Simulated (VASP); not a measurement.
# Rb (Im-3m) in VASP: further runs

The runs below take Rb through single point, with LDA.

Everything below comes from runs of VASP 6.6.1. Logs are shortened: lines on timing, memory, paths and dates and some standing lists are left out, and cuts for length are marked.

### 1 The cell of the first run

The structure is cubic, space group Im-3m (No. 229). Conventional cell: a = 5.372 Å, b = 5.372 Å, c = 5.372 Å, α = 90.00°, β = 90.00°, γ = 90.00°.

### 2 Single point, LDA

INCAR

```
PREC = Accurate
ENCUT = 520
EDIFF = 1E-6
ISMEAR = -1
SIGMA = 0.1
LREAL = False
LASPH = True
NELM = 100
ALGO = Normal
ISIF = 2
LWAVE = False
LCHARG = True
LELF = True
LVHAR = True
NBANDS = 10
```

KPOINTS

```
Automatic mesh
0
Gamma
  14 14 14
```

POSCAR

```
Rb
1.0
   -2.6859639628      2.6859639628      2.6859639628
    2.6859639628     -2.6859639628      2.6859639628
    2.6859639628      2.6859639628     -2.6859639628
Rb
1
Direct
    0.0000000000      0.0000000000      0.0000000000
```

Potentials or basis: VASP PAW LDA potentials, release 64 (Rb_sv).

Started as:

```
cat potpaw_LDA.64/Rb_sv/POTCAR > POTCAR
mpirun -np 1 vasp_std > vasp.out
```

OUTCAR:

```text
PREC = Accurate
   ENCUT = 520
   EDIFF = 1E-6
   ISMEAR = -1
   LREAL = False
   LASPH = True
   NELM = 100
   ISIF = 2

 ion  position               nearest neighbor table
   1  0.000  0.000  0.000-

  LATTYP: Found a body centered cubic cell.
 ALAT       =     5.3719279256

  Lattice vectors:

 A1 = (  -2.6859639628,   2.6859639628,   2.6859639628)
 A2 = (   2.6859639628,  -2.6859639628,   2.6859639628)
 A3 = (   2.6859639628,   2.6859639628,  -2.6859639628)

Analysis of symmetry for initial positions (statically):
=====================================================================
 Subroutine PRICEL returns:
 Original cell was already a primitive cell.

 Routine SETGRP: Setting up the symmetry group for a
 body centered cubic supercell.

 Subroutine GETGRP returns: Found 48 space group operations
 (whereof 48 operations were pure point group operations)
 out of a pool of 48 trial point group operations.

The static configuration has the point symmetry O_h .

Analysis of symmetry for dynamics (positions and initial velocities):
=====================================================================
 Subroutine PRICEL returns:
 Original cell was already a primitive cell.

 Routine SETGRP: Setting up the symmetry group for a
 body centered cubic supercell.

 Subroutine GETGRP returns: Found 48 space group operations
 (whereof 48 operations were pure point group operations)
 out of a pool of 48 trial point group operations.

The dynamic configuration has the point symmetry O_h .

 Subroutine INISYM returns: Found 48 space group operations
 (whereof 48 operations are pure point group operations),
 and found     1 'primitive' translations

----------------------------------------------------------------------------------------

                                     Primitive cell

  volume of cell :      77.5105

  direct lattice vectors                    reciprocal lattice vectors
    -2.685963963  2.685963963  2.685963963     0.000000000  0.186152907  0.186152907
     2.685963963 -2.685963963  2.685963963     0.186152907  0.000000000  0.186152907
     2.685963963  2.685963963 -2.685963963     0.186152907  0.186152907  0.000000000

  length of vectors
     4.652226051  4.652226051  4.652226051     0.263259966  0.263259966  0.263259966

[... 74 lines left out ...]
   LSORBIT =      F    spin-orbit coupling
   LASPH  =      T    aspherical Exc in radial PAW
   ENCUT  =  520.0 eV  38.22 Ry    6.18 a.u.   8.65  8.65  8.65*2*pi/ulx,y,z
   NELM   =    100;   NELMIN=  2; NELMDL= -5     # of ELM steps
   EDIFF  = 0.1E-05   stopping-criterion for ELM
   LREAL  =      F    real-space projection
   EDIFFG = 0.1E-04   stopping-criterion for IOM
   NSW    =      0    number of steps for IOM
   IBRION =     -1    ionic relax: 0-MD 1-quasi-New 2-CG
   NFREE  =      0    steps in history (QN), initial steepest desc. (CG)
   ISIF   =      2    stress and relaxation
   ISYM   =      2    0-nonsym 1-usesym 2-fastsym
   POTIM  = 0.5000    time-step for ionic-motion
   TEBEG  =    0.0;   TEEND  =   0.0 temperature during run
   PSTRESS=    0.0 pullay stress
   NELECT =       9.0000    total number of electrons
   NUPDOWN=      -1.0000    fix difference up-down
   EMIN   =  10.00;   EMAX   =-10.00  energy-range for DOS
   EFERMI =   0.00;   METHOD = LEGACY
   ISMEAR =    -1;   SIGMA  =   0.10  broadening in eV -4-tet -1-fermi 0-gaus
   EFERMI_NEDOS =   21; number of points for ismear=-14 and -15
   IALGO  =     38    algorithm
   IMIX   =      4    mixing-type and parameters
     AMIX     =   0.40;   BMIX     =  1.00
     AMIX_MAG =   1.60;   BMIX_MAG =  1.00
  volume/ion in A,a.u.               =      77.51       523.07
  Fermi-wavevector in a.u.,A,eV,Ry     =   0.798673  1.509272  8.678857  0.637878
  Thomas-Fermi vector in A             =   1.905629
   LORBIT       =      0    0 simple, 1 ext, 2 COOP (PROOUT), +10 PAW based schemes
   GGA     = CA    functional components
   LHFCALC =     F    Hartree Fock is set to
   AEXX    =    0.0000 exact exchange contribution
   IVDW    =     0    specifies the selected vdW correction
   LEPSILON=     F    determine dielectric tensor
   LRPA    =     F    only Hartree local field effects (RPA)
 non-spin polarized calculation
  energy-cutoff  :      520.00
  volume of cell :       77.51
 maximum number of plane-waves:      2100
   NGX = 17   NGY = 17   NGZ = 17

 number of electron       9.0000000 magnetization

 Free energy of the ion-electron system (eV)
  ---------------------------------------------------
  ext. energy  EPLUGINS =         0.00000000
  ---------------------------------------------------
  free energy    TOTEN  =        -1.07460950 eV

  energy without entropy =       -1.04535267  energy(sigma->0) =       -1.05998109

 E-fermi :   0.1590     XC(G=0):  -6.1024

 val. band max:        0.1582635135   @ k =  -0.3571   0.4286   0.1429
 cond. band min:       0.1657480299   @ k =   0.2857   0.2143   0.0000
 fundamental gap:      0.0074845164
 Fermi energy:         0.1590010941

 k-point     1 :       0.0000    0.0000    0.0000
  band No.  band energies     occupation
      1     -28.5528      2.00000
      2     -12.6311      2.00000
      3     -12.6311      2.00000
      4     -12.6311      2.00000
      5      -2.0405      2.00000
      6       3.8837      0.00000
      7       3.8837      0.00000
      8       3.8837      0.00000
      9       4.9830      0.00000
     10       4.9830      0.00000
[... 287 lines left out ...]
 k-point    24 :       0.3571    0.2857    0.0000
  band No.  band energies     occupation
      1     -28.5424      2.00000
      2     -12.7608      2.00000
      3     -12.7345      2.00000
      4     -12.6520      2.00000
      5       1.1451      0.00010
      6       1.2883      0.00002
      7       1.7172      0.00000
      8       4.4931      0.00000
      9       5.1526      0.00000
     10       5.3070      0.00000

 [... further k-points ...]
[... 5 lines left out ...]
  --------------------------------------------------------------------------------------
  -------------------------------------------------------------------------------------
  Total        0.0024589      0.0024589      0.0024589      0.0000000      0.0000000     -0.0000000
  in kB        0.0508275      0.0508275      0.0508275      0.0000000      0.0000000     -0.0000000
  external PRESSURE =       0.0508275 kB  Pullay stress =       0.0000000 kB

 VOLUME and BASIS-vectors are now :
 -----------------------------------------------------------------------------
  energy-cutoff  :      520.00
  volume of cell :       77.51
      direct lattice vectors                 reciprocal lattice vectors
    -2.685963963  2.685963963  2.685963963     0.000000000  0.186152907  0.186152907
     2.685963963 -2.685963963  2.685963963     0.186152907  0.000000000  0.186152907
     2.685963963  2.685963963 -2.685963963     0.186152907  0.186152907  0.000000000

 POSITION                                       TOTAL-FORCE (eV/Angst)
 -----------------------------------------------------------------------------------
      0.00000      0.00000      0.00000         0.000000     -0.000000     -0.000000
 -----------------------------------------------------------------------------------
    total drift:                               -0.000000     -0.000000      0.000000

  FREE ENERGIE OF THE ION-ELECTRON SYSTEM (eV)
  ---------------------------------------------------
  free  energy   TOTEN  =        -1.0746095047 eV

  energy  without entropy=       -1.0453526739  energy(sigma->0) =       -1.05998109
```

stdout:

```text
POSCAR found type information on POSCAR Rb
 POSCAR found :  1 types and       1 ions
 scaLAPACK will be used
 LDA part: xc-table for (Slater(with rela. corr.)+CA(PZ))
 , standard interpolation
 POSCAR, INCAR and KPOINTS ok, starting setup
 FFT: planning ... GRIDC
 FFT: planning ... GRID_SOFT
 FFT: planning ... GRID
 WAVECAR not read
 entering main loop
```

It took 70 s on 1 thread of AMD EPYC 7R43 (Zen 3), shared host; peak memory 0.18 GiB.

What came out:

```
Free energy : -1.0746 eV
Pressure    : 0.0 GPa
```

Levels at points of the mesh, in eV from the Fermi level:
```tsv
k point	band 1	band 2	band 3	band 4	band 5	band 6	band 7	band 8
(0.00, 0.00, 0.00)	-28.71	-12.79	-12.79	-12.79	-2.20	3.72	3.72	3.72
(0.50, 0.00, 0.00)	-28.70	-12.96	-12.85	-12.79	0.16	0.98	2.55	4.50
(0.50, 0.50, 0.50)	-28.70	-12.91	-12.91	-12.91	1.15	1.15	3.69	3.69
```

### 3 Single point, LDA

INCAR

```
SYSTEM = Rb
PREC     = Accurate       ! precision mode
ENCUT    = 520            ! plane-wave cutoff, eV
EDIFF    = 1E-6           ! SCF threshold, eV
ISMEAR   = -1             ! smearing method
SIGMA    = 0.1            ! smearing width, eV
LREAL    = .False.        ! projectors in reciprocal space
LASPH    = .True.         ! aspherical terms in the spheres
NELM     = 60             ! most SCF steps
ALGO     = Normal         ! electronic algorithm
ISIF     = 2              ! what is computed and relaxed
LWAVE    = .False.        ! write WAVECAR
LCHARG   = .False.        ! write CHGCAR
GGA      = CA             ! functional
NBANDS   = 10             ! bands
```

KPOINTS

```
regular mesh
0
Gamma
  14 14 14
  0 0 0
```

POSCAR is that of step 2.

Potentials or basis: VASP PAW LDA potentials, release 64 (Rb_sv).

Started as:

```
cat potpaw_LDA.64/Rb_sv/POTCAR > POTCAR
mpirun -np 1 vasp_std > vasp.out
```

Wall time 61 s (1 thread of AMD EPYC 7R43 (Zen 3), shared host); peak memory 0.18 GiB.

The run converged. Its results:

```
Free energy : -1.0746 eV
Pressure    : 0.0 GPa
```

Levels at points of the mesh, in eV from the Fermi level:
```
           k point  band 1  band 2  band 3  band 4  band 5  band 6  band 7  band 8
(0.00, 0.00, 0.00)  -28.71  -12.79  -12.79  -12.79   -2.20    3.72    3.72    3.72
(0.50, 0.00, 0.00)  -28.70  -12.96  -12.85  -12.79    0.16    0.98    2.55    4.50
(0.50, 0.50, 0.50)  -28.70  -12.91  -12.91  -12.91    1.15    1.15    3.69    3.69
```

### 4 Single point, LDA (volume scaled by 1.04)

INCAR

```
PREC = Accurate ; ENCUT = 520
EDIFF = 1E-7 ; ISMEAR = -1
SIGMA = 0.1 ; LREAL = False
LASPH = True ; NELM = 80
ALGO = Normal ; ISIF = 2
LWAVE = False ; LCHARG = False
GGA = CA ; NBANDS = 10
```

KPOINTS

```
Automatic mesh
0
Gamma
  14 14 14
```

POSCAR

```
Rb
1.0
   -2.7213096473      2.7213096473      2.7213096473
    2.7213096473     -2.7213096473      2.7213096473
    2.7213096473      2.7213096473     -2.7213096473
Rb
1
Direct
    0.0000000000      0.0000000000      0.0000000000
```

Started as:

```
cat potpaw_LDA.64/Rb_sv/POTCAR > POTCAR
mpirun -np 1 vasp_std > vasp.out
```

It took 61 s on 1 thread of AMD EPYC 7R43 (Zen 3), shared host; peak memory 0.18 GiB.

It converged, with:

- Free energy: -1.0735 eV
- Pressure: -0.1 GPa

Levels at points of the mesh, in eV from the Fermi level:
```
           k point  band 1  band 2  band 3  band 4  band 5  band 6  band 7  band 8
(0.00, 0.00, 0.00)  -28.73  -12.81  -12.81  -12.81   -2.14    3.69    3.69    3.69
(0.50, 0.00, 0.00)  -28.72  -12.96  -12.86  -12.81    0.18    0.94    2.55    4.42
(0.50, 0.50, 0.50)  -28.71  -12.92  -12.92  -12.92    1.19    1.19    3.58    3.58
```

### 5 Single point, LDA (volume scaled by 1.08)

INCAR

```
  PREC = Accurate
  ENCUT = 520
  EDIFF = 1E-6
  ISMEAR = -1
  SIGMA = 0.1
  LREAL = False
  LASPH = True
  NELM = 100
  ALGO = Normal
  ISIF = 2
  LWAVE = False
  LCHARG = False
  NBANDS = 10
```

KPOINTS

```
regular mesh
0
Gamma
  14 14 14
```

POSCAR

```
Rb
1.0
   -2.7557602620      2.7557602620      2.7557602620
    2.7557602620     -2.7557602620      2.7557602620
    2.7557602620      2.7557602620     -2.7557602620
Rb
1
Direct
    0.0000000000      0.0000000000      0.0000000000
```

Started as:

```
cat potpaw_LDA.64/Rb_sv/POTCAR > POTCAR
mpirun -np 1 vasp_std > vasp.out
```

Run time: 55 s. Hardware: 1 thread of AMD EPYC 7R43 (Zen 3), shared host; peak memory 0.18 GiB.

The run converged. Its results:

| Quantity | Value |
| --- | --- |
| Free energy | -1.0700 eV |
| Pressure | -0.2 GPa |

Levels at points of the mesh, in eV from the Fermi level:
```csv
k point,band 1,band 2,band 3,band 4,band 5,band 6,band 7,band 8
"(0.00, 0.00, 0.00)",-28.75,-12.84,-12.84,-12.84,-2.09,3.66,3.66,3.66
"(0.50, 0.00, 0.00)",-28.74,-12.97,-12.88,-12.84,0.19,0.91,2.55,4.33
"(0.50, 0.50, 0.50)",-28.73,-12.93,-12.93,-12.93,1.22,1.22,3.47,3.47
```

### 6 Single point, LDA (volume scaled by 1.12)

INCAR

```
SYSTEM = Rb
ALGO = Normal ; EDIFF = 1E-7
ENCUT = 520 ; GGA = CA
ISIF = 2 ; ISMEAR = -1
LASPH = .TRUE. ; LCHARG = .FALSE.
LREAL = .FALSE. ; LWAVE = .FALSE.
NBANDS = 10 ; NELM = 80
PREC = Accurate ; SIGMA = 0.1
```

KPOINTS

```
k-points
0
G
  14 14 14
  0 0 0
```

POSCAR

```
Rb
1.0
   -2.7893704069      2.7893704069      2.7893704069
    2.7893704069     -2.7893704069      2.7893704069
    2.7893704069      2.7893704069     -2.7893704069
Rb
1
Direct
    0.0000000000      0.0000000000      0.0000000000
```

Potentials or basis: VASP PAW LDA potentials, release 64 (Rb_sv).

Started as:

```
cat potpaw_LDA.64/Rb_sv/POTCAR > POTCAR
mpirun -np 1 vasp_std > vasp.out
```

Wall time 65 s (1 thread of AMD EPYC 7R43 (Zen 3), shared host); peak memory 0.19 GiB.

The run converged. Its results:

```yaml
Free_energy: -1.0647 eV
Pressure: -0.3 GPa
```

Levels at points of the mesh, in eV from the Fermi level:
| k point | band 1 | band 2 | band 3 | band 4 | band 5 | band 6 | band 7 | band 8 | band 9 | band 10 |
| --- | --- | --- | --- | --- | --- | --- | --- | --- | --- | --- |
| (0.00, 0.00, 0.00) | -28.76 | -12.86 | -12.86 | -12.86 | -2.04 | 3.63 | 3.63 | 3.63 | 4.63 | 4.63 |
| (0.50, 0.00, 0.00) | -28.76 | -12.98 | -12.90 | -12.86 | 0.20 | 0.88 | 2.54 | 4.25 | 5.23 | 5.36 |
| (0.50, 0.50, 0.50) | -28.75 | -12.94 | -12.94 | -12.94 | 1.25 | 1.25 | 3.37 | 3.37 | 3.37 | 4.86 |

### 7 Summary

| cell | gap on the mesh (eV) | pressure (GPa) |
| --- | --- | --- |
| a = 4.652 Å, angles 109.5°, 1 atom | none | 0.0 |
| a = 4.713 Å, angles 109.5°, 1 atom | none | -0.1 |
| a = 4.773 Å, angles 109.5°, 1 atom | none | -0.2 |
| a = 4.831 Å, angles 109.5°, 1 atom | none | -0.3 |

Alike in all rows: task single point; level LDA; potentials or basis VASP PAW LDA potentials, release 64 (Rb_sv); no spin polarisation; k mesh 14 × 14 × 14; cutoff (eV) 520; smearing fermi-dirac 0.1 eV.

Absolute energies hang on the potentials; compare differences alone.
